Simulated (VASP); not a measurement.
# Sb (Pm-3m) in VASP: notebook, part 2 of 2

VASP 6.6.1.

### 5 Single point, PBE (volume scaled by 0.97)

File INCAR:

```
SYSTEM = Sb
ALGO = Normal
EDIFF = 1E-6
ENCUT = 520
GGA = PE
ISIF = 2
ISMEAR = -1
LASPH = .TRUE.
LCHARG = .FALSE.
LREAL = .FALSE.
LWAVE = .FALSE.
NBANDS = 8
NELM = 60
PREC = Accurate
SIGMA = 0.05
```

File KPOINTS:

```
k-points
0
G
  13 13 13
  0 0 0
```

File POSCAR:

```
Sb
1.0
    3.1280786256      0.0000000000      0.0000000000
    0.0000000000      3.1280786256      0.0000000000
    0.0000000000      0.0000000000      3.1280786256
Sb
1
Direct
    0.0000000000      0.0000000000      0.0000000000
```

Command:

```sh
$ cat potpaw_PBE.64/Sb/POTCAR > POTCAR
$ mpirun -np 1 vasp_std > vasp.out
```

Run time: 5.1 s. Hardware: 1 thread of Intel Xeon Platinum 8488C (Sapphire Rapids), shared host; peak memory 0.14 GiB.

The run converged. Its results:

```yaml
Free_energy: -4.1045 eV
Pressure: -1.1 GPa
```

Levels at points of the mesh, in eV from the Fermi level:
| k point | band 1 | band 2 | band 3 | band 4 | band 5 |
| --- | --- | --- | --- | --- | --- |
| (0.00, 0.00, 0.00) | -12.25 | 3.14 | 3.14 | 3.14 | 6.83 |

Caveat: spin-orbit coupling is left out, which moves the levels of the heavy elements.

### 6 Single point, PBE (volume scaled by 0.98)

File INCAR:

```
  PREC = Accurate
  ENCUT = 520
  EDIFF = 1E-6
  ISMEAR = -1
  SIGMA = 0.05
  LREAL = False
  LASPH = True
  NELM = 60
  ALGO = Normal
  ISIF = 2
  LWAVE = False
  LCHARG = False
  GGA = PE
  NBANDS = 8
```

File KPOINTS:

```
Automatic mesh
0
Gamma
  13 13 13
```

File POSCAR:

```
Sb
1.0
    3.1387913073      0.0000000000      0.0000000000
    0.0000000000      3.1387913073      0.0000000000
    0.0000000000      0.0000000000      3.1387913073
Sb
1
Direct
    0.0000000000      0.0000000000      0.0000000000
```

Potentials or basis: VASP PAW PBE potentials, release 64 (Sb).

Command:

```sh
$ cat potpaw_PBE.64/Sb/POTCAR > POTCAR
$ mpirun -np 1 vasp_std > vasp.out
```

OUTCAR:

```text
PREC = Accurate
   ENCUT = 520
   EDIFF = 1E-6
   ISMEAR = -1
   LREAL = False
   LASPH = True
   NELM = 60
   ISIF = 2
   GGA = PE

 ion  position               nearest neighbor table
   1  0.000  0.000  0.000-

  LATTYP: Found a simple cubic cell.
 ALAT       =     3.1387913073

  Lattice vectors:

 A1 = (   3.1387913073,   0.0000000000,   0.0000000000)
 A2 = (   0.0000000000,   3.1387913073,   0.0000000000)
[... 441 lines left out ...]
      6      16.8808      0.00000
      7      19.5793      0.00000
      8      19.9665      0.00000

 [... further k-points ...]

------------------------ aborting loop because EDIFF is reached ----------------------------------------

  FORCE on cell =-STRESS in cart. coord.  units (eV):
  Direction    XX          YY          ZZ          XY          YZ          ZX
  --------------------------------------------------------------------------------------
  -------------------------------------------------------------------------------------
  Total       -0.3116705     -0.3116705     -0.3116705      0.0000000     -0.0000000     -0.0000000
  in kB      -16.1480085    -16.1480085    -16.1480085      0.0000000     -0.0000000     -0.0000000
  external PRESSURE =     -16.1480085 kB  Pullay stress =       0.0000000 kB

 VOLUME and BASIS-vectors are now :
 -----------------------------------------------------------------------------
  energy-cutoff  :      520.00
  volume of cell :       30.92
      direct lattice vectors                 reciprocal lattice vectors
     3.138791307  0.000000000  0.000000000     0.318593975  0.000000000  0.000000000
     0.000000000  3.138791307  0.000000000     0.000000000  0.318593975  0.000000000
     0.000000000  0.000000000  3.138791307     0.000000000  0.000000000  0.318593975

 POSITION                                       TOTAL-FORCE (eV/Angst)
 -----------------------------------------------------------------------------------
      0.00000      0.00000      0.00000         0.000000      0.000000      0.000000
 -----------------------------------------------------------------------------------
    total drift:                               -0.000000      0.000000      0.000000

  FREE ENERGIE OF THE ION-ELECTRON SYSTEM (eV)
  ---------------------------------------------------
  free  energy   TOTEN  =        -4.1017680900 eV

  energy  without entropy=       -4.0988365326  energy(sigma->0) =       -4.10030231
```

OSZICAR:

```text
N       E                     dE             d eps       ncg     rms          rms(c)
DAV:   1     0.500304102725E+01    0.50030E+01   -0.16410E+03  1352   0.407E+02
DAV:   2    -0.398566448799E+01   -0.89887E+01   -0.87235E+01  1920   0.509E+01
DAV:   3    -0.409661646608E+01   -0.11095E+00   -0.11085E+00  1624   0.648E+00
DAV:   4    -0.409710094526E+01   -0.48448E-03   -0.48448E-03  2112   0.513E-01
DAV:   5    -0.409710251739E+01   -0.15721E-05   -0.15713E-05  1640   0.194E-02    0.182E+00
DAV:   6    -0.409983905175E+01   -0.27365E-02   -0.95589E-04  1784   0.200E-01    0.107E+00
DAV:   7    -0.410171257180E+01   -0.18735E-02   -0.23090E-03  1504   0.305E-01    0.791E-02
DAV:   8    -0.410176429127E+01   -0.51719E-04   -0.79124E-05  1888   0.608E-02    0.654E-03
DAV:   9    -0.410176754334E+01   -0.32521E-05   -0.24552E-06  1800   0.100E-02    0.198E-03
DAV:  10    -0.410176808997E+01   -0.54663E-06   -0.86738E-07  1680   0.502E-03
   1 F= -.41017681E+01 E0= -.41003023E+01  d E =-.293156E-02
```

stdout:

```text
POSCAR found type information on POSCAR Sb
 POSCAR found :  1 types and       1 ions
 scaLAPACK will be used
 LDA part: xc-table for (Slater+PW92), standard interpolation
 POSCAR, INCAR and KPOINTS ok, starting setup
 FFT: planning ... GRIDC
 FFT: planning ... GRID_SOFT
 FFT: planning ... GRID
 WAVECAR not read
 entering main loop
```

It took 5.2 s on 1 thread of Intel Xeon Platinum 8488C (Sapphire Rapids), shared host; peak memory 0.14 GiB.

Results:

| Property | Result |
| --- | --- |
| Free energy | -4.1018 eV |
| Pressure | -1.6 GPa |

Caveat: spin-orbit coupling is left out, which moves the levels of the heavy elements.

### 7 The runs side by side

```csv
cell,gap on the mesh (eV),pressure (GPa)
"a = 3.096 Å, 1 atom",none,0.6
"a = 3.095 Å, 1 atom",none,0.6
"a = 3.117 Å, 1 atom",none,-0.6
"a = 3.128 Å, 1 atom",none,-1.1
"a = 3.139 Å, 1 atom",none,-1.6
```

Alike in all rows: task single point; level PBE; potentials or basis VASP PAW PBE potentials, release 64 (Sb); no spin polarisation; k mesh 13 × 13 × 13; cutoff (eV) 520; smearing fermi-dirac 0.05 eV.

Caveats: spin-orbit coupling is left out, which moves the levels of the heavy elements.

Total energies depend on the potentials used, so only differences within one code and one set of settings carry meaning.
